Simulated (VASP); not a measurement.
# LiCl (P6_3mc) in VASP: single point with PBE

Aim: the single point of LiCl with PBE.

Everything below comes from runs of VASP 6.6.1. Logs are shortened: lines on timing, memory, paths and dates and some standing lists are left out, and cuts for length are marked.

**1. The cell of the first run**

Symmetry: P6_3mc, No. 186, hexagonal system. Conventional cell: a = 3.894 Å, b = 3.894 Å, c = 6.224 Å, α = 90.00°, β = 90.00°, γ = 120.00°. Within 3.1 Å of Li (site symmetry 3m) lie 4 Cl at 2.37 Å. Within 3.1 Å of Cl (site symmetry 3m) lie 4 Li at 2.37 Å.

**2. Single point, PBE**

Contents of INCAR:

```
SYSTEM = LiCl
PREC = Accurate ; ENCUT = 520
EDIFF = 1E-6 ; ISMEAR = 0
SIGMA = 0.01 ; LREAL = .FALSE.
LASPH = .TRUE. ; NELM = 60
ALGO = Normal ; ISIF = 2
LWAVE = .FALSE. ; LCHARG = .TRUE.
GGA = PE ; LELF = .TRUE.
LVHAR = .TRUE. ; NBANDS = 18
```

Contents of KPOINTS:

```
Automatic mesh
0
G
  6 6 4
  0 0 0
```

Contents of POSCAR:

```
LiCl
1.0
    3.8941841434      0.0000000000      0.0000000000
   -1.9470920717      3.3724623952      0.0000000000
    0.0000000000      0.0000000000      6.2244575725
Li Cl
2 2
Direct
    0.3333333333      0.6666666667     -0.0031270704
    0.6666666667      0.3333333333      0.4968729296
    0.3333333333      0.6666666667      0.3781270704
    0.6666666667      0.3333333333      0.8781270704
```

Potentials or basis: VASP PAW PBE potentials, release 64 (Li_sv, Cl).

Run with:

```bash
cat potpaw_PBE.64/Li_sv/POTCAR potpaw_PBE.64/Cl/POTCAR > POTCAR
mpirun -np 1 vasp_std > vasp.out
```

OUTCAR:

```text
SYSTEM = LiCl
   PREC = Accurate
   ENCUT = 520
   EDIFF = 1E-6
   ISMEAR = 0
   LREAL = .FALSE.
   LASPH = .TRUE.
   NELM = 60
   ISIF = 2
   GGA = PE

 ion  position               nearest neighbor table
   1  0.333  0.667  0.997-   4 2.37   4 2.37   4 2.37   3 2.37
   2  0.667  0.333  0.497-   3 2.37   3 2.37   3 2.37   4 2.37
   3  0.333  0.667  0.378-   2 2.37   2 2.37   2 2.37   1 2.37
   4  0.667  0.333  0.878-   1 2.37   1 2.37   1 2.37   2 2.37

  LATTYP: Found a hexagonal cell.
 ALAT       =     3.8941841434
 C/A-ratio  =     1.5983983662

  Lattice vectors:

 A1 = (   3.8941841434,   0.0000000000,   0.0000000000)
 A2 = (  -1.9470920717,   3.3724623952,   0.0000000000)
 A3 = (   0.0000000000,   0.0000000000,   6.2244575725)

Analysis of symmetry for initial positions (statically):
=====================================================================
 Subroutine PRICEL returns:
 Original cell was already a primitive cell.

 Routine SETGRP: Setting up the symmetry group for a
 hexagonal supercell.

 Subroutine GETGRP returns: Found 12 space group operations
 (whereof  6 operations were pure point group operations)
 out of a pool of 24 trial point group operations.

The static configuration has the point symmetry C_3v.
 The point group associated with its full space group is C_6v.

Analysis of symmetry for dynamics (positions and initial velocities):
=====================================================================
 Subroutine PRICEL returns:
 Original cell was already a primitive cell.

 Routine SETGRP: Setting up the symmetry group for a
 hexagonal supercell.

 Subroutine GETGRP returns: Found 12 space group operations
 (whereof  6 operations were pure point group operations)
 out of a pool of 24 trial point group operations.

The dynamic configuration has the point symmetry C_3v.
 The point group associated with its full space group is C_6v.

 Subroutine INISYM returns: Found 12 space group operations
 (whereof  6 operations are pure point group operations),
 and found     1 'primitive' translations

----------------------------------------------------------------------------------------

                                     Primitive cell

  volume of cell :      81.7457

  direct lattice vectors                    reciprocal lattice vectors
     3.894184143  0.000000000  0.000000000     0.256793198  0.148259622  0.000000000
    -1.947092072  3.372462395  0.000000000     0.000000000  0.296519244  0.000000000
     0.000000000  0.000000000  6.224457573     0.000000000  0.000000000  0.160656569

  length of vectors
     3.894184143  3.894184143  6.224457573     0.296519244  0.296519244  0.160656569

  position of ions in fractional coordinates (direct lattice)
     0.333333333  0.666666667  0.996872930
     0.666666667  0.333333333  0.496872930
     0.333333333  0.666666667  0.378127070
     0.666666667  0.333333333  0.878127070

  ion indices of the primitive-cell ions
   primitive index   ion index
                 1           1
                 2           2
                 3           3
                 4           4

----------------------------------------------------------------------------------------

 KPOINTS: Automatic mesh

Automatic generation of k-mesh.
 Grid dimensions read from file:
 generate k-points for:    6    6    4

 Generating k-lattice:

  Cartesian coordinates                     Fractional coordinates (reciprocal lattice)
     0.042798866  0.024709937  0.000000000     0.166666667 -0.000000000  0.000000000
     0.000000000  0.049419874  0.000000000     0.000000000  0.166666667  0.000000000
     0.000000000  0.000000000  0.040164142     0.000000000  0.000000000  0.250000000

  Length of vectors
     0.049419874  0.049419874  0.040164142

  Shift w.r.t. Gamma in fractional coordinates (k-lattice)
     0.000000000  0.000000000  0.000000000

 Subroutine IBZKPT returns following result:
 ===========================================

 Found     21 irreducible k-points:

 Following reciprocal coordinates:
            Coordinates               Weight
  0.000000  0.000000  0.000000      1.000000
  0.166667  0.000000  0.000000      6.000000
  0.333333  0.000000  0.000000      6.000000
  0.500000  0.000000  0.000000      3.000000
  0.166667  0.166667  0.000000      6.000000
  0.333333  0.166667  0.000000     12.000000
[... 13 lines left out ...]
  0.333333  0.166667  0.500000     12.000000
  0.333333  0.333333  0.500000      2.000000
   k-points           NKPTS =     21   k-points in BZ     NKDIM =     21   number of bands    NBANDS=     18
   number of dos      NEDOS =    301   number of ions     NIONS =      4
   total plane-waves  NPLWV =  43200
   dimension x,y,z NGX =    30 NGY =   30 NGZ =   48
   dimension x,y,z NGXF=    60 NGYF=   60 NGZF=   96
   ions per type =               2   2
   NGX,Y,Z   is equivalent  to a cutoff of  12.81, 12.81, 12.82 a.u.
   NGXF,Y,Z  is equivalent  to a cutoff of  25.61, 25.61, 25.64 a.u.
 SYSTEM =  LiCl
   PREC   = accura    normal or accurate (medium, high low for compatibility)
   ISTART =      0    job   : 0-new  1-cont  2-samecut
   ICHARG =      2    charge: 1-file 2-atom 10-const
   ISPIN  =      1    spin polarized calculation?
   LNONCOLLINEAR =      F non collinear calculations
   LSORBIT =      F    spin-orbit coupling
   LASPH  =      T    aspherical Exc in radial PAW
   ENCUT  =  520.0 eV  38.22 Ry    6.18 a.u.   7.24  7.24 11.57*2*pi/ulx,y,z
   NELM   =     60;   NELMIN=  2; NELMDL= -5     # of ELM steps
   EDIFF  = 0.1E-05   stopping-criterion for ELM
   LREAL  =      F    real-space projection
   EDIFFG = 0.1E-04   stopping-criterion for IOM
   NSW    =      0    number of steps for IOM
   IBRION =     -1    ionic relax: 0-MD 1-quasi-New 2-CG
   NFREE  =      0    steps in history (QN), initial steepest desc. (CG)
   ISIF   =      2    stress and relaxation
   ISYM   =      2    0-nonsym 1-usesym 2-fastsym
   POTIM  = 0.5000    time-step for ionic-motion
   TEBEG  =    0.0;   TEEND  =   0.0 temperature during run
   PSTRESS=    0.0 pullay stress
   NELECT =      20.0000    total number of electrons
   NUPDOWN=      -1.0000    fix difference up-down
   EMIN   =  10.00;   EMAX   =-10.00  energy-range for DOS
   EFERMI =   0.00;   METHOD = LEGACY
   ISMEAR =     0;   SIGMA  =   0.01  broadening in eV -4-tet -1-fermi 0-gaus
   EFERMI_NEDOS =   21; number of points for ismear=-14 and -15
   IALGO  =     38    algorithm
   IMIX   =      4    mixing-type and parameters
     AMIX     =   0.40;   BMIX     =  1.00
     AMIX_MAG =   1.60;   BMIX_MAG =  1.00
  volume/ion in A,a.u.               =      20.44       137.91
  Fermi-wavevector in a.u.,A,eV,Ry     =   1.023913  1.934915 14.264323  1.048398
  Thomas-Fermi vector in A             =   2.157672
   LORBIT       =      0    0 simple, 1 ext, 2 COOP (PROOUT), +10 PAW based schemes
   GGA     = PE    functional components
   LHFCALC =     F    Hartree Fock is set to
   AEXX    =    0.0000 exact exchange contribution
   IVDW    =     0    specifies the selected vdW correction
   LEPSILON=     F    determine dielectric tensor
   LRPA    =     F    only Hartree local field effects (RPA)
 non-spin polarized calculation
 Gauss-broadening in eV      SIGMA  =   0.01
  energy-cutoff  :      520.00
  volume of cell :       81.75
 maximum number of plane-waves:      2244
 NGX is ok and might be reduce to    30
   NGX = 15   NGY = 15   NGZ = 23

 number of electron      19.9999998 magnetization

 Free energy of the ion-electron system (eV)
  ---------------------------------------------------
  ext. energy  EPLUGINS =         0.00000000
  ---------------------------------------------------
  free energy    TOTEN  =       -14.86779856 eV

  energy without entropy =      -14.86779856  energy(sigma->0) =      -14.86779856

 E-fermi :  -0.9783     XC(G=0):  -7.7196

 val. band max:       -1.0923046935   @ k =   0.0000   0.0000   0.0000
 cond. band min:       4.9335966936   @ k =   0.0000   0.0000   0.0000
 fundamental gap:      6.0259013871
 Fermi energy:        -0.9782923843

 k-point     1 :       0.0000    0.0000    0.0000
  band No.  band energies     occupation
      1     -43.9914      2.00000
      2     -43.9899      2.00000
      3     -13.8891      2.00000
      4     -13.5655      2.00000
      5      -3.2057      2.00000
      6      -1.5112      2.00000
[... 10 lines left out ...]
     17       9.8255      0.00000
     18       9.9738      0.00000

 k-point     2 :       0.1667    0.0000    0.0000
  band No.  band energies     occupation
      1     -43.9911      2.00000
      2     -43.9897      2.00000
      3     -13.8283      2.00000
      4     -13.5407      2.00000
      5      -3.0619      2.00000
      6      -1.9009      2.00000
[... 10 lines left out ...]
     17      10.0571      0.00000
     18      10.3643      0.00000

 k-point     3 :       0.3333    0.0000    0.0000
  band No.  band energies     occupation
      1     -43.9904      2.00000
      2     -43.9895      2.00000
      3     -13.6902      2.00000
      4     -13.5019      2.00000
      5      -2.8098      2.00000
      6      -2.5039      2.00000
[... 10 lines left out ...]
     17      10.5419      0.00000
     18      11.4172      0.00000

 k-point     4 :       0.5000    0.0000    0.0000
  band No.  band energies     occupation
      1     -43.9899      2.00000
      2     -43.9894      2.00000
      3     -13.6005      2.00000
      4     -13.5001      2.00000
      5      -3.0338      2.00000
      6      -2.5184      2.00000
[... 10 lines left out ...]
     17      10.6970      0.00000
     18      12.2410      0.00000

 k-point     5 :       0.1667    0.1667    0.0000
  band No.  band energies     occupation
      1     -43.9906      2.00000
      2     -43.9895      2.00000
      3     -13.7281      2.00000
      4     -13.5090      2.00000
      5      -2.8130      2.00000
      6      -2.3467      2.00000
[... 10 lines left out ...]
     17      10.4032      0.00000
     18      10.8602      0.00000

 k-point     6 :       0.3333    0.1667    0.0000
  band No.  band energies     occupation
      1     -43.9899      2.00000
      2     -43.9894      2.00000
      3     -13.6037      2.00000
      4     -13.4969      2.00000
      5      -2.9011      2.00000
      6      -2.4894      2.00000
[... 10 lines left out ...]
     17      10.6130      0.00000
     18      11.4771      0.00000

 k-point     7 :       0.3333    0.3333    0.0000
  band No.  band energies     occupation
      1     -43.9896      2.00000
      2     -43.9896      2.00000
      3     -13.5270      2.00000
      4     -13.5270      2.00000
      5      -2.9368      2.00000
      6      -2.3362      2.00000
[... 10 lines left out ...]
     17      11.2532      0.00000
     18      11.3174      0.00000

 k-point     8 :       0.0000    0.0000    0.2500
  band No.  band energies     occupation
      1     -43.9912      2.00000
      2     -43.9901      2.00000
      3     -13.8449      2.00000
      4     -13.6163      2.00000
      5      -2.9447      2.00000
      6      -1.4731      2.00000
[... 10 lines left out ...]
     17       9.5314      0.00000
     18       9.6074      0.00000
[... 166 lines left out ...]
     17       9.7766      0.00000
     18       9.7766      0.00000

 k-point    17 :       0.3333    0.0000    0.5000
  band No.  band energies     occupation
      1     -43.9899      2.00000
      2     -43.9899      2.00000
      3     -13.5984      2.00000
      4     -13.5984      2.00000
      5      -2.7335      2.00000
      6      -2.7335      2.00000
[... 10 lines left out ...]
     17      10.4237      0.00000
     18      10.4237      0.00000

 k-point    18 :       0.5000    0.0000    0.5000
  band No.  band energies     occupation
      1     -43.9897      2.00000
      2     -43.9897      2.00000
      3     -13.5512      2.00000
      4     -13.5512      2.00000
      5      -2.9871      2.00000
      6      -2.9871      2.00000
[... 10 lines left out ...]
     17      10.7249      0.00000
     18      10.7249      0.00000

 k-point    19 :       0.1667    0.1667    0.5000
  band No.  band energies     occupation
      1     -43.9900      2.00000
      2     -43.9900      2.00000
      3     -13.6217      2.00000
      4     -13.6217      2.00000
      5      -2.5617      2.00000
      6      -2.5617      2.00000
[... 10 lines left out ...]
     17      10.3478      0.00000
     18      10.3478      0.00000

 k-point    20 :       0.3333    0.1667    0.5000
  band No.  band energies     occupation
      1     -43.9897      2.00000
      2     -43.9897      2.00000
      3     -13.5513      2.00000
      4     -13.5513      2.00000
      5      -2.8396      2.00000
      6      -2.8396      2.00000
[... 10 lines left out ...]
     17      11.0692      0.00000
     18      11.0692      0.00000

 k-point    21 :       0.3333    0.3333    0.5000
  band No.  band energies     occupation
      1     -43.9896      2.00000
      2     -43.9896      2.00000
      3     -13.5273      2.00000
      4     -13.5273      2.00000
      5      -2.6418      2.00000
      6      -2.6418      2.00000
[... 10 lines left out ...]
     17      11.3182      0.00000
     18      11.3182      0.00000

------------------------ aborting loop because EDIFF is reached ----------------------------------------

  FORCE on cell =-STRESS in cart. coord.  units (eV):
  Direction    XX          YY          ZZ          XY          YZ          ZX
  --------------------------------------------------------------------------------------
  -------------------------------------------------------------------------------------
  Total        0.3061840      0.3061840      0.3082248      0.0000000      0.0000000      0.0000000
  in kB        6.0010607      6.0010607      6.0410579      0.0000000      0.0000000      0.0000000
  external PRESSURE =       6.0143931 kB  Pullay stress =       0.0000000 kB

 VOLUME and BASIS-vectors are now :
 -----------------------------------------------------------------------------
  energy-cutoff  :      520.00
  volume of cell :       81.75
      direct lattice vectors                 reciprocal lattice vectors
     3.894184143  0.000000000  0.000000000     0.256793198  0.148259622  0.000000000
    -1.947092072  3.372462395  0.000000000     0.000000000  0.296519244  0.000000000
     0.000000000  0.000000000  6.224457573     0.000000000  0.000000000  0.160656569

 POSITION                                       TOTAL-FORCE (eV/Angst)
 -----------------------------------------------------------------------------------
     -0.00000      2.24831      6.20499         0.000000      0.000000     -0.000784
      1.94709      1.12415      3.09276        -0.000000      0.000000     -0.000784
     -0.00000      2.24831      2.35364        -0.000000      0.000000      0.000784
      1.94709      1.12415      5.46586         0.000000     -0.000000      0.000784
 -----------------------------------------------------------------------------------
    total drift:                               -0.000000      0.000000     -0.000103

  FREE ENERGIE OF THE ION-ELECTRON SYSTEM (eV)
  ---------------------------------------------------
  free  energy   TOTEN  =       -14.8677985641 eV

  energy  without entropy=      -14.8677985641  energy(sigma->0) =      -14.86779856
```

Run time: 30 s. Hardware: 1 thread of Intel Xeon Platinum 8375C at 2.90GHz (Ice Lake), shared host; peak memory 0.19 GiB.

What came out:

```yaml
Free_energy: -14.8678 eV
Band_gap_on_the_k_mesh: 6.03 eV, direct
```

Caveat: the cutoff is under 1.25 times the usual one of these potentials, so pressure, stress and relaxed cells hold a basis-set (Pulay) error. A k mesh can miss the band edges.
